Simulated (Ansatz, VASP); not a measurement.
One calculation of CoSi2, two programs

File INCAR:

```
SYSTEM = CoSi2
ALGO = Normal
EDIFF = 1E-7
EDIFFG = -0.005
ENCUT = 600
GGA = PE
IBRION = 2
ISIF = 3
ISMEAR = 0
IVDW = 12
LASPH = .TRUE.
LCHARG = .FALSE.
LREAL = .FALSE.
LWAVE = .FALSE.
NELM = 80
NSW = 100
PREC = Accurate
SIGMA = 0.1
```

Contents of KPOINTS:

```
k-points
0
G
  14 14 14
  0 0 0
```

Contents of POSCAR:

```
CoSi2
1.0
    0.0000000000      2.6825000000      2.6825000000
    2.6825000000      0.0000000000      2.6825000000
    2.6825000000      2.6825000000      0.0000000000
Co Si
1 2
Direct
    0.0000000000      0.0000000000      0.0000000000
    0.2500000000      0.2500000000      0.2500000000
    0.7500000000      0.7500000000      0.7500000000
```

Input for Ansatz:

```yaml
crystal:
  lattice:
    - [0.0, 2.6825, 2.6825]
    - [2.6825, 0.0, 2.6825]
    - [2.6825, 2.6825, 0.0]
  atoms:
    - { symbol: Co, position: [0.0, 0.0, 0.0] }
    - { symbol: Si, position: [0.25, 0.25, 0.25] }
    - { symbol: Si, position: [0.75, 0.75, 0.75] }
basis:
  ecutwfc: 420
kpoints:
  mp_grid: { grid: [14, 14, 14] }
hamiltonian:
  xc: pbe
  pseudopotentials: { kind: paw, azcp: { folder: soft_1 } }
  dispersion: d3bj
scf:
  occupations: { method: gaussian, width: 0.1 }
output:
  forces: true
  stress: true
  eigenvalues: true
relax:
  adjacent_minimum: "off"
  f_tol: 0.005
  max_steps: 80
  cell: { stress_tol: 0.05 }
```

Alike in both runs: task relaxation of cell and atoms; functional PBE; dispersion D3(BJ); k mesh 14 × 14 × 14; occupations gaussian, width 0.1 eV; no spin polarisation.

|  | VASP | Ansatz |
| --- | --- | --- |
| version | VASP 6.6.1 | Ansatz 0.2.0 |
| potentials or method | VASP PAW PBE potentials, release 64 (Co, Si), cutoff 600 eV | scalar-relativistic, plane waves, PAW |
| valence electrons in the cell | 17 | 25 |

VASP gave:

- gap on the k mesh at the Fermi level, each at its own relaxed structure (eV): none
- relaxed volume (Å³/atom): 12.42
- relaxed length of the cell vector where the two differ most in proportion (Å): 3.750

**Question.** Which values does Ansatz return?

**Answer.** gap on the k mesh at the Fermi level, each at its own relaxed structure (eV): none; relaxed volume (Å³/atom): 12.44; relaxed length of the cell vector where the two differ most in proportion (Å): 3.751.

A gap of «none» marks a metal or a gap that the smearing closes. VASP's potentials hold 17 valence electrons a cell and Ansatz's 25, so a difference there can come from the potentials and not from the codes.
